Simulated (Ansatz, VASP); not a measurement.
One calculation of Zn16Se15S, two programs

INCAR

```
SYSTEM = Zn16Se15S
ALGO     = Normal         ! electronic algorithm
EDIFF    = 1E-6           ! SCF threshold, eV
ENCUT    = 400            ! plane-wave cutoff, eV
GGA      = PE             ! functional
GGA_COMPAT= .False.      
ISIF     = 2              ! what is computed and relaxed
ISMEAR   = -1             ! smearing method
LASPH    = .True.         ! aspherical terms in the spheres
LCHARG   = .False.        ! write CHGCAR
LREAL    = Auto         
LWAVE    = .False.        ! write WAVECAR
NBANDS   = 166            ! bands
NELM     = 120            ! most SCF steps
PREC     = Accurate       ! precision mode
SIGMA    = 0.01           ! smearing width, eV
```

The input KPOINTS:

```
k-points
0
Gamma
  1 1 1
  0 0 0
```

The input POSCAR:

```
Zn16Se15S
1.0
   -5.6648850000      5.6648850000     -5.6648850000
    5.6648850000      5.6648850000      5.6648850000
    5.6648850000     -5.6648850000     -5.6648850000
Zn Se S
16 15 1
Direct
   -0.0000439237     -0.0006504080     -0.0004026024
    0.0008316002      0.2505609884      0.7495823293
    0.0007704870      0.5001919811      0.5001413723
   -0.0005440753      0.7499103977      0.2487462548
    0.2516054234      0.0019473043      0.7519635600
    0.2593079952      0.2507186513      0.5002827063
    0.2513081455      0.5023019275      0.2513091199
    0.2492036000      0.7497941285     -0.0002339351
    0.5004010916      0.0098178674      0.5003725415
    0.5000700775      0.2506183361      0.2590915438
    0.5005584658      0.5000774729      0.0010200337
    0.5003035390      0.7512503979      0.7495835362
    0.7518472561      0.0013435847      0.2511165932
    0.7500309504      0.2505259971      0.0012312493
    0.7415295962      0.4917071525      0.7413050306
    0.7500684493      0.7512978527      0.5004617087
    0.0031014875      0.0022957344      0.2518479545
    0.0007201898      0.2507930855      0.0005406377
   -0.0021954547      0.4996118307      0.7492070905
    0.0008193786      0.7510627387      0.5004795508
    0.2520358601      0.0020502865      0.0028280914
    0.2514479992      0.2508820746      0.7487666974
    0.2513007644      0.4990847163      0.5003539185
    0.2520050485      0.7534604843      0.2520713310
    0.5006130611      0.0018076066      0.7488134589
    0.5005098723      0.4992150042      0.2514229962
    0.5004928745      0.7506934859      0.0003496876
    0.7486796886      0.0015757146      0.5002959458
    0.7486254899      0.2505964703      0.2514283055
    0.7492980724      0.4993762719     -0.0024235420
    0.7493793169      0.7480130539      0.7493353944
    0.5003308092      0.2507733570      0.5002763141
```

Input for Ansatz:

```yaml
crystal:
  checkpoint: "../q0.relax.run"
  host: checkpoint
basis:
  ecutwfc: 420
  xc_grid: 2
hamiltonian:
  xc: pbe
  pseudopotentials: { kind: paw, azcp: { folder: soft_1 } }
kpoints:
  mp_grid: { grid: [1, 1, 1] }
scf:
  occupations: { method: fermi_dirac, width: 0.01 }
  max_iter: 60
output:
  forces: true
  eigenvalues: true
  charged_corrections:
    epsilon: 7.25
    static_epsilon: 10.2
    defect_position: [0.5, 0.25, 0.5]
checkpoint:
  read: "../q0.relax.run"
  write: "../q0.s3.run"
  compress: false
  write_wavefunctions: false
  write_every: 100000
```

Alike in both runs: task single point; functional PBE; k mesh 1 × 1 × 1; occupations fermi-dirac, width 0.01 eV; no spin polarisation.

|  | VASP | Ansatz |
| --- | --- | --- |
| version | VASP 6.6.1 | Ansatz 0.2.0 |
| potentials or method | VASP PAW PBE potentials, release 64 (Zn, Se, S), cutoff 400 eV | plane-wave PAW DFT |
| valence electrons in the cell | 288 | 438 |

VASP gave:

| Item | Value |
| --- | --- |
| gap on the k mesh at the Fermi level (eV) | 1.28 |
| rms of the force components (eV/Å) | 0.007 |

What did Ansatz give for the same quantities?

gap on the k mesh at the Fermi level (eV): 1.27; rms of the force components (eV/Å): 0.005.

The functional is the same, so the differences come from potentials, cutoffs and numerics. VASP's potentials hold 288 valence electrons a cell and Ansatz's 438, so a difference there can come from the potentials and not from the codes.
